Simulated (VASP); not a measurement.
Set up this calculation in VASP 6.6.1, as the native input.

- Task: single point
- Functional: LDA
- Potentials or basis: VASP PAW LDA potentials, release 64 (Hf_pv, N)
- Cutoff: 520 eV
- k mesh: 11 × 11 × 11
- Occupations: fermi-dirac, width 0.1 eV
- Spin: no spin polarisation
- Dipole correction: no
- Further INCAR settings: ALGO = Normal; EDIFF = 1e-06; NBANDS = 14

The structure of HfN lies in POSCAR:

```
HfN
1.0
    0.0000000000      2.2560000000      2.2560000000
    2.2560000000      0.0000000000      2.2560000000
    2.2560000000      2.2560000000      0.0000000000
Hf N
1 1
Direct
    0.0000000000      0.0000000000      0.0000000000
    0.5000000000      0.5000000000      0.5000000000
```

One way to write it, as run:

INCAR

```
  PREC = Accurate
  ENCUT = 520
  EDIFF = 1E-6
  ISMEAR = -1
  SIGMA = 0.1
  LREAL = False
  LASPH = True
  NELM = 100
  ALGO = Normal
  ISIF = 2
  LWAVE = False
  LCHARG = True
  LELF = True
  LVHAR = True
  NBANDS = 14
```

KPOINTS

```
Automatic mesh
0
Gamma
  11 11 11
```

Potentials or basis: VASP PAW LDA potentials, release 64 (Hf_pv, N).

Run with:

```bash
$ cat potpaw_LDA.64/Hf_pv/POTCAR potpaw_LDA.64/N/POTCAR > POTCAR
$ mpirun -np 1 vasp_std > vasp.out
```

It gave:

```json
{
 "Pressure": "-9.4 GPa"
}
```

It took 5.5 s on 1 thread of Intel(R) Xeon(R) 6975P-C (Granite Rapids) (shared host), peak memory 0.14 GiB.
